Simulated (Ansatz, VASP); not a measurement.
# Two plane-wave programs on W

```
W
1.0
     2.84451    0.00000    0.00000
    -1.42226    2.46342    0.00000
     0.00000    0.00000    4.60811
W
2
Direct
  0.21333 0.60667 0.16000
  0.78667 0.39333 0.84000
```

Alike in both runs: task single point; functional PBEsol; k mesh 12 × 12 × 7; occupations fermi-dirac, width 0.05 eV; no spin polarisation.

|  | VASP | Ansatz |
| --- | --- | --- |
| version | VASP 6.6.1 | Ansatz 0.2.0 |
| potentials or method | VASP PAW PBE potentials, release 64 (W_sv) | PAW with Ansatz's default frozen-core files, scalar-relativistic |
| plane-wave cutoff (eV) | 520 | 420 |
| valence electrons in the cell | 28 | 28 |

Ansatz gave:

```
gap on the k mesh at the Fermi level (eV) : none
rms of the force components (eV/Å)        : 18.604
```

Which values does VASP return?

gap on the k mesh at the Fermi level (eV): none; rms of the force components (eV/Å): 19.698.

VASP's potentials were made for PBE, not for PBEsol. Atom by atom the forces differ by 1.108 eV/Å (rms over components). A gap of «none» marks a metal or a gap that the smearing closes.

Neither program's run includes spin-orbit coupling.
